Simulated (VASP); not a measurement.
Si, 4 atoms in the cell. Symmetry: Cmcm, No. 63, orthorhombic system. Conventional cell: a = 3.784 Å, b = 6.787 Å, c = 6.365 Å, α = 90.00°, β = 90.00°, γ = 90.00°. Within 3.1 Å of Si (site symmetry m) lie 4 Si at 2.35 to 2.40 Å.  This cell differs from its parent crystal: engineering shear strain xy +0.0000, strain +e along x and -e along y -0.0175.

* Program: VASP 6.6.1
* Task: single point
* Functional: PBE
* Potentials or basis: VASP PAW PBE potentials, release 64 (Si)
* Cutoff: 520 eV
* k mesh: 12 × 12 × 6
* Occupations: gaussian, width 0.05 eV
* Spin: no spin polarisation
* Dipole correction: no
* Further INCAR settings: ALGO = Normal; EDIFF = 1e-06; NBANDS = 16

Potentials or basis: VASP PAW PBE potentials, release 64 (Si).

Run with:

```console
$ cat potpaw_PBE.64/Si/POTCAR > POTCAR
$ mpirun -np 1 vasp_std > vasp.out
```

Hardware: 1 thread of Intel Xeon 8259CL, with other jobs on the host.

Question: Estimate the wall time of this run.

Answer: Run time: 3.9 min on 1 thread of Intel Xeon 8259CL, with other jobs on the host, peak memory 0.29 GiB. Counts: scf iterations 13, k points 172.
